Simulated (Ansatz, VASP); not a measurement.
# TePb: VASP beside Ansatz

```xyz
2
Lattice="0.0000 3.1873 3.1873 3.1873 0.0000 3.1873 3.1873 3.1873 0.0000" Properties=species:S:1:pos:R:3 pbc="T T T"
Pb    0.0000    0.0000    0.0000
Te    3.1873    3.1873    3.1873
```

Alike in both runs: task single point; functional PBEsol; k mesh 7 × 7 × 7; occupations fermi-dirac, width 0.05 eV; non-collinear spin, spin-orbit coupling.

|  | VASP | Ansatz |
| --- | --- | --- |
| version | VASP 6.6.1 | Ansatz 0.2.0 |
| potentials or method | VASP PAW PBE potentials, release 64 (Pb_d, Te) | Ansatz PAW |
| plane-wave cutoff (eV) | 500 | 420 |
| valence electrons in the cell | 20 | 30 |

|  | VASP | Ansatz | Ansatz less VASP |
| --- | --- | --- | --- |
| pressure (GPa) | 1.3 | 1.1 | -0.15 |
| net moment per atom (μB) | 0.00 | 0.00 | 0.000 |

VASP's potentials were made for PBE, not for PBEsol. The functional is the same, so the differences come from potentials, cutoffs and numerics. VASP's potentials hold 20 valence electrons a cell and Ansatz's 30, so a difference there can come from the potentials and not from the codes.
